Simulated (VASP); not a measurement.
# Pd in VASP: a series of runs

Aim: see how the results for Pd move with the level of theory and the settings. Levels: PBE, LDA, PBEsol. Tasks: single point.

Program: VASP 6.6.1. These are calculated values, not measurements. Logs are shortened: lines on timing, memory, paths and dates and some standing lists are left out, and cuts for length are marked.

**1. The cell of the first run**

The cell holds a slab with vacuum, 6 atoms: a = 2.751 Å, b = 2.751 Å, c = 24.724 Å, α = 90.00°, β = 90.00°, γ = 90.00°.

**2. Single point, PBE**

Contents of INCAR:

```
SYSTEM = Pd
  PREC = Accurate
  ENCUT = 520
  EDIFF = 1E-6
  ISMEAR = -1
  SIGMA = 0.05
  LREAL = .FALSE.
  LASPH = .TRUE.
  NELM = 60
  ALGO = Normal
  ISIF = 2
  LWAVE = .FALSE.
  LCHARG = .FALSE.
  GGA = PE
  NBANDS = 39
```

Contents of KPOINTS:

```
Automatic mesh
0
G
  10 10 1
  0 0 0
```

Contents of POSCAR:

```
Pd
1.0
    2.7505039575      0.0000000000      0.0000000000
    0.0000000000      2.7505039575      0.0000000000
    0.0000000000      0.0000000000     24.7245000000
Pd
6
Direct
    0.5000000000      0.5000000000      0.3033428381
    0.0000000000      0.0000000000      0.3820057028
    0.5000000000      0.5000000000      0.4606685676
    0.0000000000      0.0000000000      0.5393314324
    0.5000000000      0.5000000000      0.6179942972
    0.0000000000      0.0000000000      0.6966571619
```

Potentials or basis: VASP PAW PBE potentials, release 64 (Pd).

Run with:

```
> cat potpaw_PBE.64/Pd/POTCAR > POTCAR
> mpirun -np 1 vasp_std > vasp.out
```

OUTCAR:

```text
SYSTEM = Pd
   PREC = Accurate
   ENCUT = 520
   EDIFF = 1E-6
   ISMEAR = -1
   LREAL = .FALSE.
   LASPH = .TRUE.
   NELM = 60
   ISIF = 2
   GGA = PE

 ion  position               nearest neighbor table
   1  0.500  0.500  0.303-   2 2.75   2 2.75   2 2.75   2 2.75
   2  0.000  0.000  0.382-   1 2.75   1 2.75   1 2.75   1 2.75   3 2.75   3 2.75   3 2.75   3 2.75

   3  0.500  0.500  0.461-   4 2.75   4 2.75   4 2.75   4 2.75   2 2.75   2 2.75   2 2.75   2 2.75

   4  0.000  0.000  0.539-   3 2.75   3 2.75   3 2.75   3 2.75   5 2.75   5 2.75   5 2.75   5 2.75

   5  0.500  0.500  0.618-   6 2.75   6 2.75   6 2.75   6 2.75   4 2.75   4 2.75   4 2.75   4 2.75

   6  0.000  0.000  0.697-   5 2.75   5 2.75   5 2.75   5 2.75

  LATTYP: Found a simple tetragonal cell.
 ALAT       =     2.7505039575
 C/A-ratio  =     8.9890799584

  Lattice vectors:

 A1 = (   2.7505039575,   0.0000000000,   0.0000000000)
 A2 = (   0.0000000000,   2.7505039575,   0.0000000000)
 A3 = (   0.0000000000,   0.0000000000,  24.7245000000)

Analysis of symmetry for initial positions (statically):
=====================================================================
 Subroutine PRICEL returns:
 Original cell was already a primitive cell.

 Routine SETGRP: Setting up the symmetry group for a
 simple tetragonal supercell.

 Subroutine GETGRP returns: Found 16 space group operations
 (whereof  8 operations were pure point group operations)
 out of a pool of 16 trial point group operations.

The static configuration has the point symmetry C_4v.
 The point group associated with its full space group is D_4h.

Analysis of symmetry for dynamics (positions and initial velocities):
=====================================================================
 Subroutine PRICEL returns:
 Original cell was already a primitive cell.

 Routine SETGRP: Setting up the symmetry group for a
 simple tetragonal supercell.

 Subroutine GETGRP returns: Found 16 space group operations
 (whereof  8 operations were pure point group operations)
 out of a pool of 16 trial point group operations.

The dynamic configuration has the point symmetry C_4v.
 The point group associated with its full space group is D_4h.

 Subroutine INISYM returns: Found 16 space group operations
 (whereof  8 operations are pure point group operations),
 and found     1 'primitive' translations

----------------------------------------------------------------------------------------

                                     Primitive cell

  volume of cell :     187.0476

  direct lattice vectors                    reciprocal lattice vectors
     2.750503957  0.000000000  0.000000000     0.363569737  0.000000000  0.000000000
     0.000000000  2.750503957  0.000000000     0.000000000  0.363569737  0.000000000
     0.000000000  0.000000000 24.724500000     0.000000000  0.000000000  0.040445712

  length of vectors
     2.750503957  2.750503957 24.724500000     0.363569737  0.363569737  0.040445712

  position of ions in fractional coordinates (direct lattice)
     0.500000000  0.500000000  0.303342838
     0.000000000  0.000000000  0.382005703
     0.500000000  0.500000000  0.460668568
     0.000000000  0.000000000  0.539331432
     0.500000000  0.500000000  0.617994297
     0.000000000  0.000000000  0.696657162

  ion indices of the primitive-cell ions
   primitive index   ion index
                 1           1
                 2           2
                 3           3
                 4           4
                 5           5
                 6           6

----------------------------------------------------------------------------------------

 KPOINTS: Automatic mesh

Automatic generation of k-mesh.
 Grid dimensions read from file:
 generate k-points for:   10   10    1

 Generating k-lattice:

  Cartesian coordinates                     Fractional coordinates (reciprocal lattice)
     0.036356974  0.000000000  0.000000000     0.100000000  0.000000000  0.000000000
     0.000000000  0.036356974  0.000000000     0.000000000  0.100000000  0.000000000
     0.000000000  0.000000000  0.040445712     0.000000000  0.000000000  1.000000000

  Length of vectors
     0.036356974  0.036356974  0.040445712

  Shift w.r.t. Gamma in fractional coordinates (k-lattice)
     0.000000000  0.000000000  0.000000000

 Subroutine IBZKPT returns following result:
 ===========================================

 Found     21 irreducible k-points:

 Following reciprocal coordinates:
            Coordinates               Weight
  0.000000  0.000000  0.000000      1.000000
  0.100000  0.000000  0.000000      4.000000
  0.200000  0.000000  0.000000      4.000000
  0.300000  0.000000  0.000000      4.000000
  0.400000  0.000000  0.000000      4.000000
  0.500000  0.000000  0.000000      2.000000
[... 13 lines left out ...]
  0.500000  0.400000  0.000000      4.000000
  0.500000  0.500000  0.000000      1.000000
   k-points           NKPTS =     21   k-points in BZ     NKDIM =     21   number of bands    NBANDS=     39
   number of dos      NEDOS =    301   number of ions     NIONS =      6
   total plane-waves  NPLWV =  76800
   dimension x,y,z NGX =    20 NGY =   20 NGZ =  192
   dimension x,y,z NGXF=    40 NGYF=   40 NGZF=  384
   ions per type =               6
   NGX,Y,Z   is equivalent  to a cutoff of  12.09, 12.09, 12.91 a.u.
   NGXF,Y,Z  is equivalent  to a cutoff of  24.18, 24.18, 25.82 a.u.
 SYSTEM =  Pd
   PREC   = accura    normal or accurate (medium, high low for compatibility)
   ISTART =      0    job   : 0-new  1-cont  2-samecut
   ICHARG =      2    charge: 1-file 2-atom 10-const
   ISPIN  =      1    spin polarized calculation?
   LNONCOLLINEAR =      F non collinear calculations
   LSORBIT =      F    spin-orbit coupling
   LASPH  =      T    aspherical Exc in radial PAW
   ENCUT  =  520.0 eV  38.22 Ry    6.18 a.u.   5.11  5.11 45.97*2*pi/ulx,y,z
   NELM   =     60;   NELMIN=  2; NELMDL= -5     # of ELM steps
   EDIFF  = 0.1E-05   stopping-criterion for ELM
   LREAL  =      F    real-space projection
   EDIFFG = 0.1E-04   stopping-criterion for IOM
   NSW    =      0    number of steps for IOM
   IBRION =     -1    ionic relax: 0-MD 1-quasi-New 2-CG
   NFREE  =      0    steps in history (QN), initial steepest desc. (CG)
   ISIF   =      2    stress and relaxation
   ISYM   =      2    0-nonsym 1-usesym 2-fastsym
   POTIM  = 0.5000    time-step for ionic-motion
   TEBEG  =    0.0;   TEEND  =   0.0 temperature during run
   PSTRESS=    0.0 pullay stress
   NELECT =      60.0000    total number of electrons
   NUPDOWN=      -1.0000    fix difference up-down
   EMIN   =  10.00;   EMAX   =-10.00  energy-range for DOS
   EFERMI =   0.00;   METHOD = LEGACY
   ISMEAR =    -1;   SIGMA  =   0.05  broadening in eV -4-tet -1-fermi 0-gaus
   EFERMI_NEDOS =   21; number of points for ismear=-14 and -15
   IALGO  =     38    algorithm
   IMIX   =      4    mixing-type and parameters
     AMIX     =   0.40;   BMIX     =  1.00
     AMIX_MAG =   1.60;   BMIX_MAG =  1.00
  volume/ion in A,a.u.               =      31.17       210.38
  Fermi-wavevector in a.u.,A,eV,Ry     =   1.120662  2.117744 17.087323  1.255883
  Thomas-Fermi vector in A             =   2.257310
   LORBIT       =      0    0 simple, 1 ext, 2 COOP (PROOUT), +10 PAW based schemes
   GGA     = PE    functional components
   LHFCALC =     F    Hartree Fock is set to
   AEXX    =    0.0000 exact exchange contribution
   IVDW    =     0    specifies the selected vdW correction
   LEPSILON=     F    determine dielectric tensor
   LRPA    =     F    only Hartree local field effects (RPA)
 non-spin polarized calculation
  energy-cutoff  :      520.00
  volume of cell :      187.05
 maximum number of plane-waves:      5072
   NGX = 11   NGY = 11   NGZ = 91

 number of electron      60.0000036 magnetization

 Free energy of the ion-electron system (eV)
  ---------------------------------------------------
  ext. energy  EPLUGINS =         0.00000000
  ---------------------------------------------------
  free energy    TOTEN  =       -29.90273968 eV

  energy without entropy =      -29.79981714  energy(sigma->0) =      -29.85127841

 E-fermi :   1.9636     XC(G=0):  -6.9745

 val. band max:        1.9558907411   @ k =   0.0000   0.0000   0.0000
 cond. band min:       1.9714797075   @ k =   0.5000   0.2000   0.0000
 fundamental gap:      0.0155889664
 Fermi energy:         1.9635557985

 k-point     1 :       0.0000    0.0000    0.0000
  band No.  band energies     occupation
      1      -4.8950      2.00000
      2      -4.0557      2.00000
      3      -3.3033      2.00000
      4      -3.1481      2.00000
      5      -3.0365      2.00000
      6      -2.6826      2.00000
[... 31 lines left out ...]
     38       6.9490      0.00000
     39       7.3313      0.00000

 k-point     2 :       0.1000    0.0000    0.0000
  band No.  band energies     occupation
      1      -4.6629      2.00000
      2      -3.8523      2.00000
      3      -3.1598      2.00000
      4      -2.9896      2.00000
      5      -2.8882      2.00000
      6      -2.5750      2.00000
[... 31 lines left out ...]
     38       7.1782      0.00000
     39       7.5459      0.00000

 k-point     3 :       0.2000    0.0000    0.0000
  band No.  band energies     occupation
      1      -4.0368      2.00000
      2      -3.3936      2.00000
      3      -2.8764      2.00000
      4      -2.8073      2.00000
      5      -2.4003      2.00000
      6      -2.3438      2.00000
[... 706 lines left out ...]
 k-point    20 :       0.5000    0.4000    0.0000
  band No.  band energies     occupation
      1      -3.1217      2.00000
      2      -3.1217      2.00000
      3      -2.8925      2.00000
      4      -2.8925      2.00000
      5      -2.5905      2.00000
      6      -2.5905      2.00000
[... 31 lines left out ...]
     38      10.2101      0.00000
     39      11.6179      0.00000

 k-point    21 :       0.5000    0.5000    0.0000
  band No.  band energies     occupation
      1      -3.2522      2.00000
      2      -3.2522      2.00000
      3      -2.9770      2.00000
      4      -2.9770      2.00000
      5      -2.7406      2.00000
      6      -2.7406      2.00000
[... 31 lines left out ...]
     38      11.3248      0.00000
     39      12.4746      0.00000

------------------------ aborting loop because EDIFF is reached ----------------------------------------

  FORCE on cell =-STRESS in cart. coord.  units (eV):
  Direction    XX          YY          ZZ          XY          YZ          ZX
  --------------------------------------------------------------------------------------
  -------------------------------------------------------------------------------------
  Total        1.2054305      1.2054305      2.5108167      0.0000000      0.0000000      0.0000000
  in kB       10.3252524     10.3252524     21.5066875      0.0000000      0.0000000      0.0000000
  external PRESSURE =      14.0523974 kB  Pullay stress =       0.0000000 kB

 VOLUME and BASIS-vectors are now :
 -----------------------------------------------------------------------------
  energy-cutoff  :      520.00
  volume of cell :      187.05
      direct lattice vectors                 reciprocal lattice vectors
     2.750503957  0.000000000  0.000000000     0.363569737  0.000000000  0.000000000
     0.000000000  2.750503957  0.000000000     0.000000000  0.363569737  0.000000000
     0.000000000  0.000000000 24.724500000     0.000000000  0.000000000  0.040445712

 POSITION                                       TOTAL-FORCE (eV/Angst)
 -----------------------------------------------------------------------------------
      1.37525      1.37525      7.50000        -0.000000      0.000000     -0.209762
      0.00000      0.00000      9.44490         0.000000     -0.000000     -0.074466
      1.37525      1.37525     11.38980         0.000000     -0.000000     -0.044508
      0.00000      0.00000     13.33470        -0.000000      0.000000      0.044508
      1.37525      1.37525     15.27960         0.000000     -0.000000      0.074466
      0.00000      0.00000     17.22450         0.000000      0.000000      0.209762
 -----------------------------------------------------------------------------------
    total drift:                               -0.000000     -0.000000      0.000000

  FREE ENERGIE OF THE ION-ELECTRON SYSTEM (eV)
  ---------------------------------------------------
  free  energy   TOTEN  =       -29.9027396790 eV

  energy  without entropy=      -29.7998171402  energy(sigma->0) =      -29.85127841
```

Wall time 7.1 min (1 thread of Intel Xeon 8259CL, shared host); peak memory 0.32 GiB.

Results:

```yaml
Free_energy: -29.9027 eV
Largest_force: 0.210 eV/Å
Band_gap_on_the_k_mesh: zero (bands 30 and 31 overlap by 0.94 eV)
```

Forces in eV/Å, atoms in the order of the input:
```
Pd   0.000  0.000 -0.210
Pd   0.000  0.000 -0.074
Pd   0.000  0.000 -0.045
Pd   0.000  0.000  0.045
Pd   0.000  0.000  0.074
Pd   0.000  0.000  0.210
```

Levels at points of the mesh, in eV from the Fermi level:
```tsv
k point	band 27	band 28	band 29	band 30	band 31	band 32	band 33	band 34
(0.00, 0.00, 0.00)	-0.62	-0.33	-0.18	-0.18	-0.06	-0.01	0.19	0.19
(0.50, 0.00, 0.00)	-0.33	-0.33	-0.07	-0.07	1.52	1.52	2.16	2.16
(0.50, 0.50, 0.00)	0.31	0.31	0.65	0.65	4.02	4.02	5.58	5.58
```

Caveat: there is no dipole correction, which matters where the two faces differ.

(Continued in part 2 of 3.)

The gap in the log of VASP goes by the Fermi energy; the results here count the filled bands.